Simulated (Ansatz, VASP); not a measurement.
## Pb: VASP and Ansatz over several settings

```
CELL_PARAMETERS angstrom
0.00000 3.50645 3.50645
3.50645 0.00000 3.50645
3.50645 3.50645 0.00000
ATOMIC_POSITIONS crystal
Pb 0.25000 0.25000 0.25000
Pb 0.00000 0.00000 0.00000
```

Single points on this cell with VASP 6.6.1 and Ansatz 0.2.0. Each row is one pair of runs. Alike in all rows: spin: off; k mesh: 7 × 7 × 7; smearing: fermi-dirac, width 0.05 eV.

```csv
level,"VASP's potentials, cutoff","Ansatz's potentials, cutoff","gap on the k mesh at the Fermi level (eV), VASP","gap on the k mesh at the Fermi level (eV), Ansatz","pressure (GPa), VASP","pressure (GPa), Ansatz"
LDA,"VASP PAW LDA potentials, release 64 (Pb_d), 520 eV","Ansatz PAW, 420 eV",none,none,-2.2,-2.2
PBE,"VASP PAW PBE potentials, release 64 (Pb_d), 520 eV","Ansatz PAW, 420 eV",none,none,0.5,0.5
PBEsol,"VASP PAW PBE potentials, release 64 (Pb_d), 520 eV","Ansatz PAW, 420 eV",none,none,-1.3,-1.2
r2SCAN,"VASP PAW PBE potentials, release 64 (Pb_d), 520 eV","Ansatz PAW, 500 eV",none,none,-0.7,-0.7
```

Pressure (GPa): the two programs differ by at most 0.06.

A gap of «none» marks a metal or a gap that the smearing closes.

Spin-orbit coupling is off throughout.
